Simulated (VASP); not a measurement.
# Ga11As12 (a cell with a defect) in VASP: single point with PBE

Aim: the single point of Ga11As12 (a cell with a defect) with PBE.

All numbers are computed with VASP 6.6.1; they aren't measurements. Logs are shortened: lines on timing, memory, paths and dates and some standing lists are left out, and cuts for length are marked.

## (1) The cell of the first run

The cell holds a defect, 23 atoms: a = 12.186 Å, b = 8.124 Å, c = 8.124 Å, α = 60.00°, β = 60.00°, γ = 60.00°.

## (2) Single point, PBE (one Ga removed and a neighbour moved into its place, then relaxed in part)

The input, INCAR:

```
SYSTEM = Ga11As12
ALGO     = Normal         ! electronic algorithm
EDIFF    = 1E-6           ! SCF threshold, eV
ENCUT    = 400            ! plane-wave cutoff, eV
GGA      = PE             ! functional
GGA_COMPAT= .FALSE.      
ISIF     = 2              ! what is computed and relaxed
ISMEAR   = 0              ! smearing method
LASPH    = .TRUE.         ! aspherical terms in the spheres
LCHARG   = .FALSE.        ! write CHGCAR
LREAL    = .FALSE.        ! projectors in reciprocal space
LWAVE    = .FALSE.        ! write WAVECAR
NBANDS   = 118            ! bands
NELM     = 120            ! most SCF steps
PREC     = Accurate       ! precision mode
SIGMA    = 0.05           ! smearing width, eV
```

The input, KPOINTS:

```
k-points
0
G
  2 2 2
  0 0 0
```

The input, POSCAR:

```
Ga11As12
1.0
    0.0000000000      8.6166988155      8.6166988155
    5.7444658770      0.0000000000      5.7444658770
    5.7444658770      5.7444658770      0.0000000000
As Ga
12 11
Direct
    0.2529975358      0.3734671726      0.3754618466
    0.2528228470      0.3731095486      0.8731095486
    0.2220466423      0.8895571874      0.3895571874
    0.2529975358      0.8754618466      0.8734671726
    0.5822296985      0.3773794286      0.3747791062
    0.5842679194      0.3745539644      0.8745539644
    0.5827226006      0.8743270440      0.3743270440
    0.5822296985      0.8747791062      0.8773794286
    0.9202912949      0.3652650803      0.3760914242
    0.9190904636      0.3736189353      0.8736189353
    0.9165898756      0.8765419330      0.3765419330
    0.9202912949      0.8760914242      0.8652650803
    0.0031147942     -0.0025843129     -0.0018417843
    0.0035207458      0.4984881030     -0.0015118970
    0.0031147942      0.4981582157      0.4974156871
    0.3297501048     -0.0041258404      0.0156703787
    0.3299078055     -0.0043295651      0.4956704349
    0.3329013076      0.5005266413      0.0005266413
    0.3297501048      0.5156703787      0.4958741596
    0.6718729377     -0.0026202282     -0.0029589861
    0.6668741564      0.0003395853      0.5003395853
    0.6687429045      0.4992833376     -0.0007166624
    0.6718729377      0.4970410139      0.4973797718
```

Potentials or basis: VASP PAW PBE potentials, release 64 (As, Ga_d).

Command:

```bash
cat potpaw_PBE.64/As/POTCAR potpaw_PBE.64/Ga_d/POTCAR > POTCAR
mpirun -np 1 vasp_std > vasp.out
```

OUTCAR:

```text
SYSTEM = Ga11As12
   EDIFF = 1E-6
   ENCUT = 400
   GGA = PE
   ISIF = 2
   ISMEAR = 0
   LASPH = .TRUE.
   LREAL = .FALSE.
   NELM = 120
   PREC = Accurate

 ion  position               nearest neighbor table
   1  0.253  0.373  0.375-  15 2.49  18 2.49  19 2.51  17 2.51
   2  0.253  0.373  0.873-  14 2.48  18 2.49  16 2.51  19 2.51
   3  0.222  0.890  0.390-  16 2.49  19 2.49  17 2.49
   4  0.253  0.875  0.873-  13 2.49  18 2.49  16 2.51  17 2.51
   5  0.582  0.377  0.375-  22 2.49  23 2.50  21 2.50  19 2.51
   6  0.584  0.375  0.875-  22 2.50  18 2.50  20 2.50  23 2.50
   7  0.583  0.874  0.374-  20 2.50  23 2.50  21 2.51  17 2.52
   8  0.582  0.875  0.877-  22 2.49  20 2.50  21 2.50  16 2.51
   9  0.920  0.365  0.376-  23 2.47  14 2.51  15 2.51
  10  0.919  0.374  0.874-  22 2.49  15 2.50  13 2.50  14 2.50
  11  0.917  0.877  0.377-  21 2.48  15 2.51  13 2.51
  12  0.920  0.876  0.865-  20 2.47  14 2.51  13 2.51
  13  0.003  0.997  0.998-   4 2.49  10 2.50  11 2.51  12 2.51
  14  0.004  0.498  0.998-   2 2.48  10 2.50   9 2.51  12 2.51
  15  0.003  0.498  0.497-   1 2.49  10 2.50  11 2.51   9 2.51
  16  0.330  0.996  0.016-   3 2.49   2 2.51   4 2.51   8 2.51
  17  0.330  0.996  0.496-   3 2.49   1 2.51   4 2.51   7 2.52
  18  0.333  0.501  0.001-   1 2.49   4 2.49   2 2.49   6 2.50
  19  0.330  0.516  0.496-   3 2.49   2 2.51   1 2.51   5 2.51
  20  0.672  0.997  0.997-  12 2.47   8 2.50   6 2.50   7 2.50
  21  0.667  0.000  0.500-  11 2.48   8 2.50   5 2.50   7 2.51
  22  0.669  0.499  0.999-  10 2.49   8 2.49   5 2.49   6 2.50
  23  0.672  0.497  0.497-   9 2.47   5 2.50   6 2.50   7 2.50

  LATTYP: Found a face centered orthorhombic cell.
 ALAT       =     8.1239015518
 B/A-ratio  =     1.7320508076
 C/A-ratio  =     2.4494897428

  Lattice vectors:

 A1 = (   0.0000000000,   8.6166988155,   8.6166988155)
 A2 = (  -5.7444658770,   2.8722329385,   8.6166988155)
 A3 = (   5.7444658770,   0.0000000000,   5.7444658770)

Analysis of symmetry for initial positions (statically):
=====================================================================
 Subroutine PRICEL returns:
 Original cell was already a primitive cell.

 Routine SETGRP: Setting up the symmetry group for a
 face centered orthorhombic supercell.

 Subroutine GETGRP returns: Found  2 space group operations
 (whereof  1 operations were pure point group operations)
 out of a pool of  8 trial point group operations.

The static configuration has the point symmetry C_1 .
 The point group associated with its full space group is C_1h.

Analysis of symmetry for dynamics (positions and initial velocities):
=====================================================================
 Subroutine PRICEL returns:
 Original cell was already a primitive cell.

 Routine SETGRP: Setting up the symmetry group for a
 face centered orthorhombic supercell.

 Subroutine GETGRP returns: Found  2 space group operations
 (whereof  1 operations were pure point group operations)
 out of a pool of  8 trial point group operations.

The dynamic configuration has the point symmetry C_1 .
 The point group associated with its full space group is C_1h.

 Subroutine INISYM returns: Found  2 space group operations
 (whereof  1 operations are pure point group operations),
 and found     1 'primitive' translations

----------------------------------------------------------------------------------------

                                     Primitive cell

  volume of cell :     568.6830

  direct lattice vectors                    reciprocal lattice vectors
     0.000000000  8.616698815  8.616698815    -0.058026863  0.058026863  0.058026863
     5.744465877  0.000000000  5.744465877     0.087040294 -0.087040294  0.087040294
     5.744465877  5.744465877  0.000000000     0.087040294  0.087040294 -0.087040294

  length of vectors
    12.185852328  8.123901552  8.123901552     0.100505475  0.150758212  0.150758212

  position of ions in fractional coordinates (direct lattice)
     0.252997536  0.373467173  0.375461847
     0.252822847  0.373109549  0.873109549
     0.222046642  0.889557187  0.389557187
     0.252997536  0.875461847  0.873467173
     0.582229699  0.377379429  0.374779106
     0.584267919  0.374553964  0.874553964
[... 15 lines left out ...]
     0.668742905  0.499283338  0.999283338
     0.671872938  0.497041014  0.497379772

  ion indices of the primitive-cell ions
   primitive index   ion index
                 1           1
                 2           2
                 3           3
                 4           4
                 5           5
                 6           6
[... 15 lines left out ...]
                22          22
                23          23

----------------------------------------------------------------------------------------

 KPOINTS: k-points

Automatic generation of k-mesh.
 Grid dimensions read from file:
 generate k-points for:    2    2    2

 Generating k-lattice:

  Cartesian coordinates                     Fractional coordinates (reciprocal lattice)
    -0.029013431  0.029013431  0.029013431     0.500000000  0.000000000  0.000000000
     0.043520147 -0.043520147  0.043520147     0.000000000  0.500000000  0.000000000
     0.043520147  0.043520147 -0.043520147     0.000000000  0.000000000  0.500000000

  Length of vectors
     0.050252737  0.075379106  0.075379106

  Shift w.r.t. Gamma in fractional coordinates (k-lattice)
     0.000000000  0.000000000  0.000000000

 Subroutine IBZKPT returns following result:
 ===========================================

 Found      6 irreducible k-points:

 Following reciprocal coordinates:
            Coordinates               Weight
  0.000000  0.000000  0.000000      1.000000
  0.500000  0.000000  0.000000      1.000000
  0.000000  0.500000  0.000000      2.000000
  0.500000  0.000000  0.500000      2.000000
  0.000000  0.500000  0.500000      1.000000
  0.500000  0.500000  0.500000      1.000000
   k-points           NKPTS =      6   k-points in BZ     NKDIM =      6   number of bands    NBANDS=    118
   number of dos      NEDOS =    301   number of ions     NIONS =     23
   total plane-waves  NPLWV = 233280
   dimension x,y,z NGX =    80 NGY =   54 NGZ =   54
   dimension x,y,z NGXF=   160 NGYF=  108 NGZF=  108
   ions per type =              12  11
   NGX,Y,Z   is equivalent  to a cutoff of  10.91, 11.05, 11.05 a.u.
   NGXF,Y,Z  is equivalent  to a cutoff of  21.83, 22.10, 22.10 a.u.
 SYSTEM =  Ga11As12
   PREC   = accura    normal or accurate (medium, high low for compatibility)
   ISTART =      0    job   : 0-new  1-cont  2-samecut
   ICHARG =      2    charge: 1-file 2-atom 10-const
   ISPIN  =      1    spin polarized calculation?
   LNONCOLLINEAR =      F non collinear calculations
   LSORBIT =      F    spin-orbit coupling
   LASPH  =      T    aspherical Exc in radial PAW
   ENCUT  =  400.0 eV  29.40 Ry    5.42 a.u.  19.87 13.25 13.25*2*pi/ulx,y,z
   NELM   =    120;   NELMIN=  2; NELMDL= -5     # of ELM steps
   EDIFF  = 0.1E-05   stopping-criterion for ELM
   LREAL  =      F    real-space projection
   EDIFFG = 0.1E-04   stopping-criterion for IOM
   NSW    =      0    number of steps for IOM
   IBRION =     -1    ionic relax: 0-MD 1-quasi-New 2-CG
   NFREE  =      0    steps in history (QN), initial steepest desc. (CG)
   ISIF   =      2    stress and relaxation
   ISYM   =      2    0-nonsym 1-usesym 2-fastsym
   POTIM  = 0.5000    time-step for ionic-motion
   TEBEG  =    0.0;   TEEND  =   0.0 temperature during run
   PSTRESS=    0.0 pullay stress
   NELECT =     203.0000    total number of electrons
   NUPDOWN=      -1.0000    fix difference up-down
   EMIN   =  10.00;   EMAX   =-10.00  energy-range for DOS
   EFERMI =   0.00;   METHOD = LEGACY
   ISMEAR =     0;   SIGMA  =   0.05  broadening in eV -4-tet -1-fermi 0-gaus
   EFERMI_NEDOS =   21; number of points for ismear=-14 and -15
   IALGO  =     38    algorithm
   IMIX   =      4    mixing-type and parameters
     AMIX     =   0.40;   BMIX     =  1.00
     AMIX_MAG =   1.60;   BMIX_MAG =  1.00
  volume/ion in A,a.u.               =      24.73       166.85
  Fermi-wavevector in a.u.,A,eV,Ry     =   1.161315  2.194567 18.349537  1.348653
  Thomas-Fermi vector in A             =   2.297888
   LORBIT       =      0    0 simple, 1 ext, 2 COOP (PROOUT), +10 PAW based schemes
   GGA     = PE    functional components
   LHFCALC =     F    Hartree Fock is set to
   AEXX    =    0.0000 exact exchange contribution
   IVDW    =     0    specifies the selected vdW correction
   LEPSILON=     F    determine dielectric tensor
   LRPA    =     F    only Hartree local field effects (RPA)
 non-spin polarized calculation
 Gauss-broadening in eV      SIGMA  =   0.05
  energy-cutoff  :      400.00
  volume of cell :      568.68
 maximum number of plane-waves:     10378
 NGX is ok and might be reduce to    80
   NGX = 39   NGY = 27   NGZ = 27

 number of electron     202.9999978 magnetization

 Free energy of the ion-electron system (eV)
  ---------------------------------------------------
  ext. energy  EPLUGINS =         0.00000000
  ---------------------------------------------------
  free energy    TOTEN  =       -92.52393763 eV

  energy without entropy =      -92.51289799  energy(sigma->0) =      -92.51841781

 E-fermi :   3.0376     XC(G=0):  -9.1960

 val. band max:        2.9071480387   @ k =   0.5000   0.0000   0.0000
 cond. band min:       3.0513170062   @ k =   0.5000   0.5000   0.5000
 fundamental gap:      0.1441689674
 Fermi energy:         3.0375948567

 k-point     1 :       0.0000    0.0000    0.0000
  band No.  band energies     occupation
      1     -11.6944      2.00000
      2     -11.6838      2.00000
      3     -11.6799      2.00000
      4     -11.6788      2.00000
      5     -11.6649      2.00000
      6     -11.6633      2.00000
[... 105 lines left out ...]
    112       5.1325      0.00000
    113       5.2746      0.00000

 k-point     2 :       0.5000    0.0000    0.0000
  band No.  band energies     occupation
      1     -11.6951      2.00000
      2     -11.6827      2.00000
      3     -11.6819      2.00000
      4     -11.6783      2.00000
      5     -11.6664      2.00000
      6     -11.6613      2.00000
[... 105 lines left out ...]
    112       5.1044      0.00000
    113       5.3806      0.00000

 k-point     3 :       0.0000    0.5000    0.0000
  band No.  band energies     occupation
      1     -11.6860      2.00000
      2     -11.6784      2.00000
      3     -11.6755      2.00000
      4     -11.6729      2.00000
      5     -11.6647      2.00000
      6     -11.6617      2.00000
[... 105 lines left out ...]
    112       6.0830      0.00000
    113       6.2278      0.00000

 k-point     4 :       0.5000    0.0000    0.5000
  band No.  band energies     occupation
      1     -11.6861      2.00000
      2     -11.6787      2.00000
      3     -11.6756      2.00000
      4     -11.6728      2.00000
      5     -11.6655      2.00000
      6     -11.6629      2.00000
[... 105 lines left out ...]
    112       6.1247      0.00000
    113       6.3043      0.00000

 k-point     5 :       0.0000    0.5000    0.5000
  band No.  band energies     occupation
      1     -11.6887      2.00000
      2     -11.6774      2.00000
      3     -11.6734      2.00000
      4     -11.6732      2.00000
      5     -11.6648      2.00000
      6     -11.6641      2.00000
[... 105 lines left out ...]
    112       5.7704      0.00000
    113       5.8345      0.00000

 k-point     6 :       0.5000    0.5000    0.5000
  band No.  band energies     occupation
      1     -11.6881      2.00000
      2     -11.6772      2.00000
      3     -11.6738      2.00000
      4     -11.6737      2.00000
      5     -11.6628      2.00000
      6     -11.6627      2.00000
[... 105 lines left out ...]
    112       6.0183      0.00000
    113       6.7434      0.00000
 [bands above 113 left out]

------------------------ aborting loop because EDIFF is reached ----------------------------------------

  FORCE on cell =-STRESS in cart. coord.  units (eV):
  Direction    XX          YY          ZZ          XY          YZ          ZX
  --------------------------------------------------------------------------------------
  -------------------------------------------------------------------------------------
  Total       -4.2183795     -4.1072949     -4.1072949      0.3139559     -0.5809183      0.3139560
  in kB      -11.8846396    -11.5716756    -11.5716756      0.8845229     -1.6366485      0.8845230
  external PRESSURE =     -11.6759969 kB  Pullay stress =       0.0000000 kB

 VOLUME and BASIS-vectors are now :
 -----------------------------------------------------------------------------
  energy-cutoff  :      400.00
  volume of cell :      568.68
      direct lattice vectors                 reciprocal lattice vectors
     0.000000000  8.616698815  8.616698815    -0.058026863  0.058026863  0.058026863
     5.744465877  0.000000000  5.744465877     0.087040294 -0.087040294  0.087040294
     5.744465877  5.744465877  0.000000000     0.087040294  0.087040294 -0.087040294

 POSITION                                       TOTAL-FORCE (eV/Angst)
 -----------------------------------------------------------------------------------
      4.30220      4.33683      4.32537         0.003673     -0.001290     -0.004946
      7.15886      7.19405      4.32181         0.001672     -0.001604     -0.001604
      7.34783      4.15111      7.02334         0.012331     -0.007890     -0.007890
     10.04666      7.19761      7.20906         0.003673     -0.004946     -0.001290
      4.32075      7.16980      7.18474        -0.003348      0.005667     -0.004089
      7.17546     10.05831      7.18607        -0.007066      0.007471      0.007471
[... 15 lines left out ...]
      8.60847     11.50271      8.63047        -0.004522     -0.004899     -0.004899
      5.71242      8.64651      8.64456         0.006912     -0.000843     -0.007340
 -----------------------------------------------------------------------------------
    total drift:                               -0.005215     -0.002733     -0.002725

  FREE ENERGIE OF THE ION-ELECTRON SYSTEM (eV)
  ---------------------------------------------------
  free  energy   TOTEN  =       -92.5239376304 eV

  energy  without entropy=      -92.5128979909  energy(sigma->0) =      -92.51841781
```

Run time: 17 min. Hardware: 1 thread of Intel Xeon 8259CL, shared host; peak memory 0.64 GiB.

Results:

| Item | Value |
| --- | --- |
| Free energy | -92.5239 eV |
| Pressure | -1.2 GPa |
| Largest force | 0.017 eV/Å |

Forces in eV/Å, atoms in the order of the input:
```
As   0.004 -0.001 -0.005
As   0.002 -0.002 -0.002
As   0.012 -0.008 -0.008
As   0.004 -0.005 -0.001
As  -0.003  0.006 -0.004
As  -0.007  0.007  0.007
As   0.015 -0.006 -0.006
As  -0.003 -0.004  0.006
As  -0.009  0.012  0.001
As  -0.005  0.002  0.002
As  -0.014  0.005  0.005
As  -0.009  0.001  0.012
Ga   0.003  0.010 -0.001
Ga   0.002  0.002  0.002
Ga   0.003 -0.001  0.010
Ga  -0.004  0.004  0.001
Ga  -0.012  0.004  0.004
Ga   0.006 -0.005 -0.005
Ga  -0.004  0.001  0.004
Ga   0.007 -0.007 -0.001
Ga   0.008 -0.009 -0.009
Ga  -0.005 -0.005 -0.005
Ga   0.007 -0.001 -0.007
```

Caveat: the k points lie up to 0.47 Å⁻¹ apart; the cell differs from its parent crystal (one Ga removed and a neighbour moved into its place, then relaxed in part).
